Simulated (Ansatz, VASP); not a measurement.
# Ag in VASP and in Ansatz

File POSCAR:

```
Ag
1.0
    0.0000000000      2.0598760700      2.0598760700
    2.0598760700      0.0000000000      2.0598760700
    2.0598760700      2.0598760700      0.0000000000
Ag
1
Direct
    0.0000000000      0.0000000000      0.0000000000
```

The input INCAR.step1:

```
  PREC = Accurate
  ENCUT = 550
  ISMEAR = -1
  SIGMA = 0.113
  LREAL = False
  LASPH = True
  NELM = 120
  NBANDS = 12
  GGA = PE
  ALGO = Normal
  EDIFF = 1E-5
  LWAVE = True
  LCHARG = False
  GGA_COMPAT = False
```

INCAR.step2

```
  PREC = Accurate
  ENCUT = 550
  EDIFF = 1E-6
  ISMEAR = -1
  SIGMA = 0.113
  LREAL = False
  LASPH = True
  NELM = 120
  ALGO = Normal
  ISIF = 2
  LWAVE = False
  LCHARG = False
  METAGGA = R2SCAN
  LMIXTAU = True
  NBANDS = 12
  ISTART = 1
  GGA_COMPAT = False
```

KPOINTS

```
Automatic mesh
0
Gamma
  7 7 7
```

Input for Ansatz:

```yaml
crystal:
  lattice:
    - [0.0, 2.05987607, 2.05987607]
    - [2.05987607, 0.0, 2.05987607]
    - [2.05987607, 2.05987607, 0.0]
  atoms:
    - { symbol: Ag, position: [0.0, 0.0, 0.0] }
  symmetry: { tolerance: 0.0003 }
kpoints:
  mp_grid: { grid: [7, 7, 7], shift: [0, 0, 0] }
magnetization:
  spin_polarized: false
scf:
  occupations: { method: fermi_dirac, width: 0.113 }
  mixing: { preconditioner: local_kerker }
hamiltonian:
  pseudopotentials: { kind: paw }
  xc: r2scan
basis:
  ecutwfc: 500
output:
  forces: true
  stress: true
  eigenvalues: true
```

Alike in both runs: task single point; functional r2SCAN; k mesh 7 × 7 × 7; occupations fermi-dirac, width 0.113 eV; no spin polarisation.

```csv
,VASP,Ansatz
version,VASP 6.6.1,Ansatz 0.2.0
potentials or method,"VASP PAW PBE potentials, release 64 (Ag), cutoff 550 eV",PAW plane waves
valence electrons in the cell,11,19
```

```csv
,VASP,Ansatz,Ansatz less VASP
gap on the k mesh at the Fermi level (eV),none,none,-
pressure (GPa),-1.5,-1.6,-0.08
```

VASP's potentials were made for PBE, not for r2SCAN. A gap of «none» marks a metal or a gap that the smearing closes. VASP's potentials hold 11 valence electrons a cell and Ansatz's 19, so a difference there can come from the potentials and not from the codes.

The k mesh is coarse, so the values compare programs but aren't converged.
